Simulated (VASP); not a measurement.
# Sr2I (P-3m1) in VASP: single point with PBE

Aim: the single point of Sr2I with PBE.

All numbers are computed with VASP 6.6.1; they aren't measurements. Logs are shortened: lines on timing, memory, paths and dates and some standing lists are left out, and cuts for length are marked.

## 1. The cell of the first run

It takes space group P-3m1 (No. 164, trigonal). Conventional cell: a = 4.335 Å, b = 4.335 Å, c = 8.447 Å, α = 90.00°, β = 90.00°, γ = 120.00°. Sr (site symmetry 3m) has 3 I at 3.57 Å and 9 Sr at 4.19 to 4.33 Å within 4.7 Å. I (site symmetry -3m) has 6 Sr at 3.57 Å and 6 I at 4.33 Å within 4.7 Å.

## 2. Single point, PBE

The input, POSCAR:

```
Sr2I
1.0
    4.3349792993      0.0000000000      0.0000000000
   -2.1674896496      3.7542021981      0.0000000000
    0.0000000000      0.0000000000      8.4472373234
Sr I
2 1
Direct
    0.3333333333      0.6666666667      0.8013653743
    0.6666666667      0.3333333333      0.1986346257
    0.0000000000      0.0000000000      0.5000000000
```

The input, INCAR.step1:

```
  ALGO = Normal
  EDIFF = 1E-6
  ENCUT = 520
  GGA = PE
  ISIF = 2
  ISMEAR = 0
  LASPH = True
  LCHARG = True
  LREAL = False
  LWAVE = False
  NBANDS = 20
  NELM = 100
  PREC = Accurate
  SIGMA = 0.1
```

The input, KPOINTS.step1:

```
k-points
0
Gamma
  12 12 8
```

The input, INCAR.step2:

```
  ALGO = Normal
  EDIFF = 1E-6
  ENCUT = 520
  GGA = PE
  ICHARG = 11
  ISIF = 2
  ISMEAR = -5
  LASPH = True
  LCHARG = False
  LORBIT = 11
  LREAL = False
  LWAVE = False
  NBANDS = 20
  NEDOS = 2001
  NELM = 100
  PREC = Accurate
  SIGMA = 0.1
```

The input, KPOINTS.step2:

```
k-points
0
Gamma
  18 18 12
```

Potentials or basis: VASP PAW PBE potentials, release 64 (Sr_sv, I).

Started as:

```bash
cat potpaw_PBE.64/Sr_sv/POTCAR potpaw_PBE.64/I/POTCAR > POTCAR
cp INCAR.step1 INCAR
cp KPOINTS.step1 KPOINTS
mpirun -np 1 vasp_std > vasp.out
cp INCAR.step2 INCAR
cp KPOINTS.step2 KPOINTS
mpirun -np 1 vasp_std > vasp.out
```

OUTCAR:

```text
EDIFF = 1E-6
   ENCUT = 520
   GGA = PE
   ICHARG = 11
   ISIF = 2
   ISMEAR = -5
   LASPH = True
   LORBIT = 11
   LREAL = False
   NELM = 100
   PREC = Accurate

 ion  position               nearest neighbor table
   1  0.333  0.667  0.801-   3 3.57   3 3.57   3 3.57   2 4.19   2 4.19   2 4.19
   2  0.667  0.333  0.199-   3 3.57   3 3.57   3 3.57   1 4.19   1 4.19   1 4.19
   3  0.000  0.000  0.500-   1 3.57   2 3.57   1 3.57   2 3.57   2 3.57   1 3.57

  LATTYP: Found a hexagonal cell.
 ALAT       =     4.3349792993
 C/A-ratio  =     1.9486222979

  Lattice vectors:

 A1 = (   4.3349792993,   0.0000000000,   0.0000000000)
 A2 = (  -2.1674896496,   3.7542021981,   0.0000000000)
 A3 = (   0.0000000000,   0.0000000000,   8.4472373234)

Analysis of symmetry for initial positions (statically):
=====================================================================
 Subroutine PRICEL returns:
 Original cell was already a primitive cell.

 Routine SETGRP: Setting up the symmetry group for a
 hexagonal supercell.

 Subroutine GETGRP returns: Found 12 space group operations
 (whereof 12 operations were pure point group operations)
 out of a pool of 24 trial point group operations.

The static configuration has the point symmetry D_3d.

Analysis of symmetry for dynamics (positions and initial velocities):
=====================================================================
 Subroutine PRICEL returns:
 Original cell was already a primitive cell.

 Routine SETGRP: Setting up the symmetry group for a
 hexagonal supercell.

 Subroutine GETGRP returns: Found 12 space group operations
 (whereof 12 operations were pure point group operations)
 out of a pool of 24 trial point group operations.

The dynamic configuration has the point symmetry D_3d.

 Subroutine INISYM returns: Found 12 space group operations
 (whereof 12 operations are pure point group operations),
 and found     1 'primitive' translations

----------------------------------------------------------------------------------------

                                     Primitive cell

  volume of cell :     137.4736

  direct lattice vectors                    reciprocal lattice vectors
     4.334979299  0.000000000  0.000000000     0.230681609  0.133184089  0.000000000
    -2.167489650  3.754202198  0.000000000     0.000000000  0.266368178  0.000000000
     0.000000000  0.000000000  8.447237323     0.000000000  0.000000000  0.118381900

  length of vectors
     4.334979299  4.334979299  8.447237323     0.266368178  0.266368178  0.118381900

  position of ions in fractional coordinates (direct lattice)
     0.333333333  0.666666667  0.801365374
     0.666666667  0.333333333  0.198634626
     0.000000000  0.000000000  0.500000000

  ion indices of the primitive-cell ions
   primitive index   ion index
                 1           1
                 2           2
                 3           3

----------------------------------------------------------------------------------------

 KPOINTS: k-points

Automatic generation of k-mesh.
 Grid dimensions read from file:
 generate k-points for:   18   18   12

 Generating k-lattice:

  Cartesian coordinates                     Fractional coordinates (reciprocal lattice)
     0.012815645  0.007399116  0.000000000     0.055555556  0.000000000  0.000000000
     0.000000000  0.014798232  0.000000000     0.000000000  0.055555556  0.000000000
     0.000000000  0.000000000  0.009865158     0.000000000  0.000000000  0.083333333

  Length of vectors
     0.014798232  0.014798232  0.009865158

  Shift w.r.t. Gamma in fractional coordinates (k-lattice)
     0.000000000  0.000000000  0.000000000

 TETIRR: Found   5714 inequivalent tetrahedra from    23328

 Subroutine IBZKPT returns following result:
 ===========================================

 Found    394 irreducible k-points:

 Following reciprocal coordinates:
            Coordinates               Weight
  0.000000  0.000000  0.000000      1.000000
  0.055556 -0.000000  0.000000      6.000000
  0.111111 -0.000000  0.000000      6.000000
  0.166667  0.000000  0.000000      6.000000
  0.222222  0.000000  0.000000      6.000000
  0.277778  0.000000  0.000000      6.000000
[... 16 lines left out ...]
  0.333333  0.111111  0.000000     12.000000
  0.388889  0.111111  0.000000     12.000000
 [... further k-points ...]
   k-points           NKPTS =    394   k-points in BZ     NKDIM =    394   number of bands    NBANDS=     20
   number of dos      NEDOS =   2001   number of ions     NIONS =      3
   total plane-waves  NPLWV =  65536
   dimension x,y,z NGX =    32 NGY =   32 NGZ =   64
   dimension x,y,z NGXF=    64 NGYF=   64 NGZF=  128
   ions per type =               2   1
   NGX,Y,Z   is equivalent  to a cutoff of  12.27, 12.27, 12.60 a.u.
   NGXF,Y,Z  is equivalent  to a cutoff of  24.54, 24.54, 25.19 a.u.
 SYSTEM =  unknown system
   PREC   = accura    normal or accurate (medium, high low for compatibility)
   ISTART =      0    job   : 0-new  1-cont  2-samecut
   ICHARG =     11    charge: 1-file 2-atom 10-const
   ISPIN  =      1    spin polarized calculation?
   LNONCOLLINEAR =      F non collinear calculations
   LSORBIT =      F    spin-orbit coupling
   LASPH  =      T    aspherical Exc in radial PAW
   ENCUT  =  520.0 eV  38.22 Ry    6.18 a.u.   8.06  8.06 15.71*2*pi/ulx,y,z
   NELM   =    100;   NELMIN=  2; NELMDL=  0     # of ELM steps
   EDIFF  = 0.1E-05   stopping-criterion for ELM
   LREAL  =      F    real-space projection
   EDIFFG = 0.1E-04   stopping-criterion for IOM
   NSW    =      0    number of steps for IOM
   IBRION =     -1    ionic relax: 0-MD 1-quasi-New 2-CG
   NFREE  =      0    steps in history (QN), initial steepest desc. (CG)
   ISIF   =      2    stress and relaxation
   ISYM   =      2    0-nonsym 1-usesym 2-fastsym
   POTIM  = 0.5000    time-step for ionic-motion
   TEBEG  =    0.0;   TEEND  =   0.0 temperature during run
   PSTRESS=    0.0 pullay stress
   NELECT =      27.0000    total number of electrons
   NUPDOWN=      -1.0000    fix difference up-down
   EMIN   =  10.00;   EMAX   =-10.00  energy-range for DOS
   EFERMI =   0.00;   METHOD = LEGACY
   ISMEAR =    -5;   SIGMA  =   0.10  broadening in eV -4-tet -1-fermi 0-gaus
   EFERMI_NEDOS =   21; number of points for ismear=-14 and -15
   IALGO  =     38    algorithm
   IMIX   =      4    mixing-type and parameters
     AMIX     =   0.40;   BMIX     =  1.00
     AMIX_MAG =   1.60;   BMIX_MAG =  1.00
  volume/ion in A,a.u.               =      45.82       309.24
  Fermi-wavevector in a.u.,A,eV,Ry     =   0.951604  1.798271 12.320760  0.905550
  Thomas-Fermi vector in A             =   2.080090
   LORBIT       =     11    0 simple, 1 ext, 2 COOP (PROOUT), +10 PAW based schemes
   GGA     = PE    functional components
   LHFCALC =     F    Hartree Fock is set to
   AEXX    =    0.0000 exact exchange contribution
   IVDW    =     0    specifies the selected vdW correction
   LEPSILON=     F    determine dielectric tensor
   LRPA    =     F    only Hartree local field effects (RPA)
 non-spin polarized calculation
 Fermi weights with tetrahedron method with Bloechl corrections
  energy-cutoff  :      520.00
  volume of cell :      137.47
 maximum number of plane-waves:      3750

 number of electron      26.9999998 magnetization

 Free energy of the ion-electron system (eV)
  ---------------------------------------------------
  ext. energy  EPLUGINS =         0.00000000
  ---------------------------------------------------
  free energy    TOTEN  =        -7.14205629 eV

  energy without entropy =       -7.14205629  energy(sigma->0) =       -7.14205629

 E-fermi :   3.3191     XC(G=0):  -7.8545

 val. band max:        3.4230368469   @ k =   0.3333   0.3333   0.4167
 cond. band min:       3.2822494250   @ k =   0.3889   0.2222   0.1667
 fundamental gap:     -0.1407874219
 Fermi energy:         3.3190798285

 k-point     1 :       0.0000    0.0000    0.0000
  band No.  band energies     occupation
      1     -33.4771      2.00000
      2     -33.4683      2.00000
      3     -15.5618      2.00000
      4     -15.4266      2.00000
      5     -15.3981      2.00000
      6     -15.3981      2.00000
[... 12 lines left out ...]
     19       5.5967      0.00000
     20       5.5971      0.00000

 k-point     2 :       0.0556   -0.0000    0.0000
  band No.  band energies     occupation
      1     -33.4768      2.00000
      2     -33.4681      2.00000
      3     -15.5599      2.00000
      4     -15.4283      2.00000
      5     -15.4005      2.00000
      6     -15.3993      2.00000
[... 12 lines left out ...]
     19       5.5486      0.00000
     20       5.6174      0.00000

 k-point     3 :       0.1111   -0.0000    0.0000
  band No.  band energies     occupation
      1     -33.4760      2.00000
      2     -33.4677      2.00000
      3     -15.5544      2.00000
      4     -15.4346      2.00000
      5     -15.4067      2.00000
      6     -15.4027      2.00000
[... 12 lines left out ...]
     19       5.5310      0.00000
     20       5.6859      0.00000

 k-point     4 :       0.1667    0.0000    0.0000
  band No.  band energies     occupation
      1     -33.4747      2.00000
      2     -33.4669      2.00000
      3     -15.5459      2.00000
      4     -15.4476      2.00000
      5     -15.4183      2.00000
      6     -15.4098      2.00000
[... 429 lines left out ...]
 k-point    23 :       0.3333    0.1111    0.0000
  band No.  band energies     occupation
      1     -33.4676      2.00000
      2     -33.4639      2.00000
      3     -15.5252      2.00000
      4     -15.5188      2.00000
      5     -15.4753      2.00000
      6     -15.4412      2.00000
[... 12 lines left out ...]
     19       5.9250      0.00000
     20       6.0504      0.00000

 k-point    24 :       0.3889    0.1111    0.0000
  band No.  band energies     occupation
      1     -33.4666      2.00000
      2     -33.4637      2.00000
      3     -15.5357      2.00000
      4     -15.5241      2.00000
      5     -15.4676      2.00000
      6     -15.4491      2.00000
[... 12 lines left out ...]
     19       6.0663      0.00000
     20       6.1332      0.00000

 [... further k-points ...]

------------------------ aborting loop because EDIFF is reached ----------------------------------------

  FORCE on cell =-STRESS in cart. coord.  units (eV):
  Direction    XX          YY          ZZ          XY          YZ          ZX
  --------------------------------------------------------------------------------------
  -------------------------------------------------------------------------------------
  Total        0.0130682      0.0130682      0.0136120      0.0000000     -0.0000000     -0.0000000
  in kB        0.1523023      0.1523023      0.1586401      0.0000000     -0.0000000     -0.0000000
  external PRESSURE =       0.1544149 kB  Pullay stress =       0.0000000 kB

 VOLUME and BASIS-vectors are now :
 -----------------------------------------------------------------------------
  energy-cutoff  :      520.00
  volume of cell :      137.47
      direct lattice vectors                 reciprocal lattice vectors
     4.334979299  0.000000000  0.000000000     0.230681609  0.133184089  0.000000000
    -2.167489650  3.754202198  0.000000000     0.000000000  0.266368178  0.000000000
     0.000000000  0.000000000  8.447237323     0.000000000  0.000000000  0.118381900

 POSITION                                       TOTAL-FORCE (eV/Angst)
 -----------------------------------------------------------------------------------
     -0.00000      2.50280      6.76932        -0.000000      0.000000      0.013188
      2.16749      1.25140      1.67791         0.000000     -0.000000     -0.013188
      0.00000      0.00000      4.22362         0.000000      0.000000      0.000000
 -----------------------------------------------------------------------------------
    total drift:                               -0.000000     -0.000000      0.000000

  FREE ENERGIE OF THE ION-ELECTRON SYSTEM (eV)
  ---------------------------------------------------
  free  energy   TOTEN  =        -7.1420562938 eV

  energy  without entropy=       -7.1420562938  energy(sigma->0) =       -7.14205629

 total charge

# of ion       s       p       d       tot
------------------------------------------
    1        2.048   5.723   0.149   7.919
    2        2.048   5.723   0.149   7.919
    3        1.503   2.813   0.015   4.330
--------------------------------------------------
tot          5.599  14.259   0.312  20.169
```

Run time: 14 min. Hardware: 1 thread of Intel Xeon Platinum 8375C at 2.90GHz (Ice Lake), shared host; peak memory 1.1 GiB.

What came out:

| Property | Result |
| --- | --- |
| Valence electrons inside the program's atomic spheres | Sr 7.92; I 4.33 |

Levels at points of the mesh, in eV from the Fermi level:
```
           k point  band 11  band 12  band 13  band 14  band 15  band 16  band 17  band 18
(0.00, 0.00, 0.00)    -3.53    -3.53    -2.83    -0.13     1.32     1.77     2.03     2.03
(0.50, 0.00, 0.00)    -4.83    -4.02    -0.57    -0.23     0.10     1.43     1.76     1.94
(0.00, 0.00, 0.50)    -3.53    -3.53    -1.93    -1.31     1.37     1.94     1.94     1.96
(0.50, 0.00, 0.50)    -4.82    -4.01    -0.78    -0.18     0.48     0.90     1.49     2.22
```

Caveat: spin-orbit coupling is left out, which moves the levels of the heavy elements.
